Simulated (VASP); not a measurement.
Runs of VASP 6.6.1 on GaAs. Symmetry: F-43m, No. 216, cubic system. The conventional cell has a = 5.654 Å, b = 5.654 Å, c = 5.654 Å, α = 90.00°, β = 90.00°, γ = 90.00°. Within 3.2 Å of Ga (site symmetry -43m) lie 4 As at 2.45 Å. Within 3.2 Å of As (site symmetry -43m) lie 4 Ga at 2.45 Å. 

```csv
k mesh,gap on the mesh (eV),pressure (GPa)
6 × 6 × 6,0.52,3.4
8 × 8 × 8,0.52,3.4
10 × 10 × 10,0.52,(b)
4 × 4 × 4,0.51,(a)
2 × 2 × 2,0.45,9.3
```

Alike in all rows: task single point; level PBE; potentials or basis VASP PAW PBE potentials, release 64 (Ga_d, As); no spin polarisation; cell as given; cutoff (eV) 500; smearing gaussian 0.01 eV.

Question: Estimate the missing entries.

Answer: (a) 3.7; (b) 3.5.

Caveats: some runs use coarse meshes; the cell stands under pressure (at least some runs).

A k mesh can miss the band edges, and the runs leave out spin-orbit coupling on As, Ga.
